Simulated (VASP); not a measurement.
# Nb2Si2O (P4/mmm) in VASP: further runs

The runs below take Nb2Si2O through relaxation of cell and atoms, single point, with PBE.

Everything below comes from runs of VASP 6.6.1. Logs are shortened: lines on timing, memory, paths and dates and some standing lists are left out, and cuts for length are marked.

### 1 The cell of the first run

It takes space group P4/mmm (No. 123, tetragonal). The conventional cell has a = 4.440 Å, b = 4.440 Å, c = 5.910 Å, α = 90.00°, β = 90.00°, γ = 90.00°. Nb (site symmetry mmm) has 2 Si at 2.22 Å and 2 O at 2.22 Å within 2.9 Å. Within 3.9 Å of Si (site symmetry 4/mmm) lie 2 Si at 2.96 Å and 8 Nb at 3.70 Å. Within 3.0 Å of Si (site symmetry 4/mmm) lie 4 Nb at 2.22 Å and 2 Si at 2.96 Å. Within 2.9 Å of O (site symmetry 4/mmm) lie 4 Nb at 2.22 Å.

The cell was built from a structure type or drawn by symmetry, and may not be a known phase.

### 2 Relaxation of cell and atoms, PBE

INCAR

```
SYSTEM = Nb2Si2O
PREC = Accurate ; ENCUT = 600
EDIFF = 1E-6 ; ISMEAR = 0
SIGMA = 0.1 ; LREAL = .FALSE.
LASPH = .TRUE. ; NELM = 80
ALGO = Normal ; ISIF = 3
LWAVE = .FALSE. ; LCHARG = .FALSE.
GGA = PE ; IBRION = 2
NSW = 90 ; EDIFFG = -0.04
```

KPOINTS

```
regular mesh
0
G
  4 4 4
  0 0 0
```

POSCAR

```
Nb2Si2O
1.0
    4.4400000200      0.0000000000      0.0000000000
    0.0000000000      4.4400000200      0.0000000000
    0.0000000000      0.0000000000      5.9100642900
Nb Si O
2 2 1
Direct
    0.0000000000      0.5000000000      0.5000000000
    0.5000000000      0.0000000000      0.5000000000
    0.0000000000      0.0000000000      0.0000000000
    0.0000000000      0.0000000000      0.5000000000
    0.5000000000      0.5000000000      0.5000000000
```

Potentials or basis: VASP PAW PBE potentials, release 64 (Nb_sv, Si, O).

Command:

```console
$ cat potpaw_PBE.64/Nb_sv/POTCAR potpaw_PBE.64/Si/POTCAR potpaw_PBE.64/O/POTCAR > POTCAR
$ mpirun -np 1 vasp_std > vasp.out
```

OUTCAR:

```text
SYSTEM = Nb2Si2O
   PREC = Accurate
   ENCUT = 600
   EDIFF = 1E-6
   ISMEAR = 0
   LREAL = .FALSE.
   LASPH = .TRUE.
   NELM = 80
   ISIF = 3
   GGA = PE
   IBRION = 2
   NSW = 90
   EDIFFG = -0.04

 ion  position               nearest neighbor table
   1  0.000  0.500  0.500-   4 2.22   5 2.22   4 2.22   5 2.22
   2  0.500  0.000  0.500-   4 2.22   5 2.22   5 2.22   4 2.22
   3  0.000  0.000  0.000-   4 2.96   4 2.96
   4  0.000  0.000  0.500-   1 2.22   2 2.22   1 2.22   2 2.22   3 2.96   3 2.96
   5  0.500  0.500  0.500-   1 2.22   2 2.22   2 2.22   1 2.22

  LATTYP: Found a simple tetragonal cell.
 ALAT       =     4.4400000200
 C/A-ratio  =     1.3310955548

  Lattice vectors:

 A1 = (   4.4400000200,   0.0000000000,   0.0000000000)
 A2 = (   0.0000000000,   4.4400000200,   0.0000000000)
 A3 = (   0.0000000000,   0.0000000000,   5.9100642900)

Analysis of symmetry for initial positions (statically):
=====================================================================
 Subroutine PRICEL returns:
 Original cell was already a primitive cell.

 Routine SETGRP: Setting up the symmetry group for a
 simple tetragonal supercell.

 Subroutine GETGRP returns: Found 16 space group operations
 (whereof 16 operations were pure point group operations)
 out of a pool of 16 trial point group operations.

The static configuration has the point symmetry D_4h.

Analysis of symmetry for dynamics (positions and initial velocities):
=====================================================================
 Subroutine PRICEL returns:
 Original cell was already a primitive cell.

 Routine SETGRP: Setting up the symmetry group for a
 simple tetragonal supercell.

 Subroutine GETGRP returns: Found 16 space group operations
 (whereof 16 operations were pure point group operations)
 out of a pool of 16 trial point group operations.

The dynamic configuration has the point symmetry D_4h.

 Subroutine INISYM returns: Found 16 space group operations
 (whereof 16 operations are pure point group operations),
 and found     1 'primitive' translations

----------------------------------------------------------------------------------------

                                     Primitive cell

  volume of cell :     116.5086

  direct lattice vectors                    reciprocal lattice vectors
     4.440000020  0.000000000  0.000000000     0.225225224  0.000000000  0.000000000
     0.000000000  4.440000020  0.000000000     0.000000000  0.225225224  0.000000000
     0.000000000  0.000000000  5.910064290     0.000000000  0.000000000  0.169202897

  length of vectors
     4.440000020  4.440000020  5.910064290     0.225225224  0.225225224  0.169202897

  position of ions in fractional coordinates (direct lattice)
     0.000000000  0.500000000  0.500000000
     0.500000000  0.000000000  0.500000000
     0.000000000  0.000000000  0.000000000
     0.000000000  0.000000000  0.500000000
     0.500000000  0.500000000  0.500000000

  ion indices of the primitive-cell ions
   primitive index   ion index
                 1           1
                 2           2
                 3           3
                 4           4
                 5           5

----------------------------------------------------------------------------------------

 KPOINTS: regular mesh

Automatic generation of k-mesh.
 Grid dimensions read from file:
 generate k-points for:    4    4    4

 Generating k-lattice:

  Cartesian coordinates                     Fractional coordinates (reciprocal lattice)
     0.056306306  0.000000000  0.000000000     0.250000000  0.000000000  0.000000000
     0.000000000  0.056306306  0.000000000     0.000000000  0.250000000  0.000000000
     0.000000000  0.000000000  0.042300724     0.000000000  0.000000000  0.250000000

  Length of vectors
     0.056306306  0.056306306  0.042300724

  Shift w.r.t. Gamma in fractional coordinates (k-lattice)
     0.000000000  0.000000000  0.000000000

 Subroutine IBZKPT returns following result:
 ===========================================

 Found     18 irreducible k-points:

 Following reciprocal coordinates:
            Coordinates               Weight
  0.000000  0.000000  0.000000      1.000000
  0.250000  0.000000  0.000000      4.000000
  0.500000  0.000000  0.000000      2.000000
  0.250000  0.250000  0.000000      4.000000
  0.500000  0.250000  0.000000      4.000000
  0.500000  0.500000  0.000000      1.000000
[... 10 lines left out ...]
  0.500000  0.250000  0.500000      4.000000
  0.500000  0.500000  0.500000      1.000000
   k-points           NKPTS =     18   k-points in BZ     NKDIM =     18   number of bands    NBANDS=     24
   number of dos      NEDOS =    301   number of ions     NIONS =      5
   total plane-waves  NPLWV =  62208
   dimension x,y,z NGX =    36 NGY =   36 NGZ =   48
   dimension x,y,z NGXF=    72 NGYF=   72 NGZF=   96
   ions per type =               2   2   1
   NGX,Y,Z   is equivalent  to a cutoff of  13.48, 13.48, 13.50 a.u.
   NGXF,Y,Z  is equivalent  to a cutoff of  26.96, 26.96, 27.00 a.u.
 SYSTEM =  Nb2Si2O
   PREC   = accura    normal or accurate (medium, high low for compatibility)
   ISTART =      0    job   : 0-new  1-cont  2-samecut
   ICHARG =      2    charge: 1-file 2-atom 10-const
   ISPIN  =      1    spin polarized calculation?
   LNONCOLLINEAR =      F non collinear calculations
   LSORBIT =      F    spin-orbit coupling
   LASPH  =      T    aspherical Exc in radial PAW
   ENCUT  =  600.0 eV  44.10 Ry    6.64 a.u.   8.87  8.87 11.80*2*pi/ulx,y,z
   NELM   =     80;   NELMIN=  2; NELMDL= -5     # of ELM steps
   EDIFF  = 0.1E-05   stopping-criterion for ELM
   LREAL  =      F    real-space projection
   EDIFFG = -.4E-01   stopping-criterion for IOM
   NSW    =     90    number of steps for IOM
   IBRION =      2    ionic relax: 0-MD 1-quasi-New 2-CG
   NFREE  =      1    steps in history (QN), initial steepest desc. (CG)
   ISIF   =      3    stress and relaxation
   ISYM   =      2    0-nonsym 1-usesym 2-fastsym
   POTIM  = 0.5000    time-step for ionic-motion
   TEBEG  =    0.0;   TEEND  =   0.0 temperature during run
   PSTRESS=    0.0 pullay stress
   NELECT =      40.0000    total number of electrons
   NUPDOWN=      -1.0000    fix difference up-down
   EMIN   =  10.00;   EMAX   =-10.00  energy-range for DOS
   EFERMI =   0.00;   METHOD = LEGACY
   ISMEAR =     0;   SIGMA  =   0.10  broadening in eV -4-tet -1-fermi 0-gaus
   EFERMI_NEDOS =   21; number of points for ismear=-14 and -15
   IALGO  =     38    algorithm
   IMIX   =      4    mixing-type and parameters
     AMIX     =   0.40;   BMIX     =  1.00
     AMIX_MAG =   1.60;   BMIX_MAG =  1.00
  volume/ion in A,a.u.               =      23.30       157.25
  Fermi-wavevector in a.u.,A,eV,Ry     =   1.146328  2.166245 17.878969  1.314067
  Thomas-Fermi vector in A             =   2.283012
   LORBIT       =      0    0 simple, 1 ext, 2 COOP (PROOUT), +10 PAW based schemes
   GGA     = PE    functional components
   LHFCALC =     F    Hartree Fock is set to
   AEXX    =    0.0000 exact exchange contribution
   IVDW    =     0    specifies the selected vdW correction
   LEPSILON=     F    determine dielectric tensor
   LRPA    =     F    only Hartree local field effects (RPA)
 conjugate gradient relaxation of ions
 non-spin polarized calculation
 Gauss-broadening in eV      SIGMA  =   0.10
  energy-cutoff  :      600.00
  volume of cell :      116.51
 maximum number of plane-waves:      3936
 NGX is ok and might be reduce to    36
   NGX = 17   NGY = 17   NGZ = 23

--------------------------------------- Ionic step        1  -------------------------------------------

 number of electron      39.9999996 magnetization

 Free energy of the ion-electron system (eV)
  ---------------------------------------------------
  ext. energy  EPLUGINS =         0.00000000
  ---------------------------------------------------
  free energy    TOTEN  =       -32.85396861 eV

  energy without entropy =      -32.81635349  energy(sigma->0) =      -32.83516105

------------------------ aborting loop because EDIFF is reached ----------------------------------------

  FORCE on cell =-STRESS in cart. coord.  units (eV):
  Direction    XX          YY          ZZ          XY          YZ          ZX
  --------------------------------------------------------------------------------------
  -------------------------------------------------------------------------------------
  Total        8.7925807      8.7925807     -9.0549015      0.0000000     -0.0000000      0.0000000
  in kB      120.9118305    120.9118305   -124.5191546      0.0000000     -0.0000000      0.0000000
  external PRESSURE =      39.1015021 kB  Pullay stress =       0.0000000 kB
[... 24 lines left out ...]
  energy  without entropy=      -32.8163534925  energy(sigma->0) =      -32.83516105

--------------------------------------- Ionic step        2  -------------------------------------------

 number of electron      39.9999993 magnetization

 E-fermi :   4.3174     XC(G=0):  -8.8964

 val. band max:        4.3107534433   @ k =   0.5000   0.0000   0.0000
 cond. band min:       4.3258123817   @ k =   0.5000   0.0000   0.5000
 fundamental gap:      0.0150589383
 Fermi energy:         4.3173557175

 k-point     1 :       0.0000    0.0000    0.0000
  band No.  band energies     occupation
      1     -51.6072      2.00000
      2     -51.5814      2.00000
      3     -27.8674      2.00000
      4     -27.8674      2.00000
      5     -27.6231      2.00000
      6     -27.5896      2.00000
[... 546 lines left out ...]
  FREE ENERGIE OF THE ION-ELECTRON SYSTEM (eV)
  ---------------------------------------------------
  free  energy   TOTEN  =       -33.7197581179 eV

  energy  without entropy=      -33.6828887014  energy(sigma->0) =      -33.70132341

 E-fermi :   6.3849     XC(G=0):  -9.8234

 val. band max:        6.3617422526   @ k =   0.2500   0.2500   0.2500
 cond. band min:       6.4034632230   @ k =   0.0000   0.0000   0.0000
 fundamental gap:      0.0417209703
 Fermi energy:         6.3848909349

 k-point     1 :       0.0000    0.0000    0.0000
  band No.  band energies     occupation
      1     -49.5147      2.00000
      2     -49.4826      2.00000
      3     -25.7709      2.00000
      4     -25.7709      2.00000
      5     -25.5568      2.00000
      6     -25.5156      2.00000
[... 475 lines left out ...]
     23       6.9525      0.00000
     24       7.3500      0.00000

[... ionic steps 4 to 8 ...]

--------------------------------------- Ionic step        9  -------------------------------------------

 number of electron      40.0000002 magnetization

------------------------ aborting loop because EDIFF is reached ----------------------------------------

  FORCE on cell =-STRESS in cart. coord.  units (eV):
  Direction    XX          YY          ZZ          XY          YZ          ZX
  --------------------------------------------------------------------------------------
  -------------------------------------------------------------------------------------
  Total        0.0066108      0.0066108     -0.3266896      0.0000000      0.0000000      0.0000000
  in kB        0.1097675      0.1097675     -5.4244505      0.0000000      0.0000000      0.0000000
  external PRESSURE =      -1.7349718 kB  Pullay stress =       0.0000000 kB
[... 63 lines left out ...]
  energy  without entropy=      -35.0407486501  energy(sigma->0) =      -35.04991526

--------------------------------------- Ionic step       11  -------------------------------------------

 number of electron      40.0000002 magnetization

 Free energy of the ion-electron system (eV)
  ---------------------------------------------------
  ext. energy  EPLUGINS =         0.00000000
  ---------------------------------------------------
  free energy    TOTEN  =       -35.05954492 eV

  energy without entropy =      -35.04108704  energy(sigma->0) =      -35.05031598

 E-fermi :   6.9588     XC(G=0): -10.0572

 val. band max:        6.9357864845   @ k =   0.2500   0.2500   0.2500
 cond. band min:       6.9953785881   @ k =   0.0000   0.0000   0.2500
 fundamental gap:      0.0595921036
 Fermi energy:         6.9587596739

 k-point     1 :       0.0000    0.0000    0.0000
  band No.  band energies     occupation
      1     -48.8602      2.00000
      2     -48.8145      2.00000
      3     -25.1493      2.00000
      4     -25.1493      2.00000
      5     -24.9125      2.00000
      6     -24.8563      2.00000
[... 507 lines left out ...]
  FREE ENERGIE OF THE ION-ELECTRON SYSTEM (eV)
  ---------------------------------------------------
  free  energy   TOTEN  =       -35.0595449170 eV

  energy  without entropy=      -35.0410870424  energy(sigma->0) =      -35.05031598

 reached required accuracy - stopping structural energy minimisation
```

It took 3.7 min on 1 thread of Intel Xeon 6975P-C (Granite Rapids), shared host; peak memory 0.28 GiB.

What came out:

```
Free energy                           : -35.0595 eV
Relaxed volume                        : 19.27 Å³/atom
Relaxed cell                          : a = 4.630 Å, b = 4.630 Å, c = 4.495 Å, α = 90.00°, β = 90.00°, γ = 90.00°
Space group after relaxing (to 0.1 Å) : P4/mmm (No. 123)
Energy gained by relaxing             : 441.1 meV/atom
Ionic steps                           : 11
Pressure after relaxing               : -0.2 GPa
Band gap on the k mesh                : zero (bands 20 and 21 overlap by 1.30 eV)
```

The path:
```
step  energy change (eV)  largest force (eV/Å)  pressure (GPa)  volume (Å³)
   1              0.0000                0.0000            3.91       116.51
   2             -0.8179                0.0000          -10.82       125.14
   3             -0.8658                0.0000           -8.42       123.41
   4             -1.9146                0.0000           -7.73       107.11
   5             -2.0478                0.0000           -5.35       100.23
   6             -2.0566                0.0000           -6.13       101.84
   7             -1.9668                0.0000            9.29        90.39
   8             -2.2051                0.0000           -0.31        96.60
   9             -2.2052                0.0000           -0.17        96.49
  10             -2.2051                0.0000           -0.03        96.39
  11             -2.2056                0.0000           -0.18        96.33
```

Final structure:
```
Nb Si O
1.0
     4.62960    0.00000    0.00000
     0.00000    4.62960    0.00000
     0.00000    0.00000    4.49459
Nb Si O
2 2 1
Direct
  0.00000 0.50000 0.50000
  0.50000 0.00000 0.50000
  0.00000 0.00000 0.00000
  0.00000 0.00000 0.50000
  0.50000 0.50000 0.50000
```

Levels at points of the mesh, in eV from the Fermi level:
| k point | band 16 | band 17 | band 18 | band 19 | band 20 | band 21 | band 22 | band 23 | band 24 |
| --- | --- | --- | --- | --- | --- | --- | --- | --- | --- |
| (0.00, 0.00, 0.00) | -3.09 | -1.76 | -1.76 | -1.60 | -1.60 | -0.42 | 0.04 | 0.73 | 0.79 |
| (0.50, 0.00, 0.00) | -4.11 | -3.26 | -2.14 | -1.16 | -0.15 | 0.08 | 0.44 | 0.90 | 1.08 |
| (0.50, 0.50, 0.00) | -4.62 | -2.16 | -2.07 | -2.07 | 0.88 | 0.98 | 1.23 | 1.72 | 1.72 |
| (0.00, 0.00, 0.50) | -3.01 | -3.01 | -0.80 | -0.18 | -0.18 | 0.05 | 0.48 | 0.48 | 0.95 |
| (0.50, 0.00, 0.50) | -2.66 | -2.62 | -1.62 | -0.32 | -0.23 | -0.08 | 0.43 | 0.50 | 1.27 |
| (0.50, 0.50, 0.50) | -4.60 | -1.91 | -1.91 | 0.57 | 0.57 | 0.58 | 0.62 | 0.62 | 1.12 |

Caveat: the volume moved by over 15 % at a fixed basis, so the end points are rough.

(Part 1 of 2 ends here.)
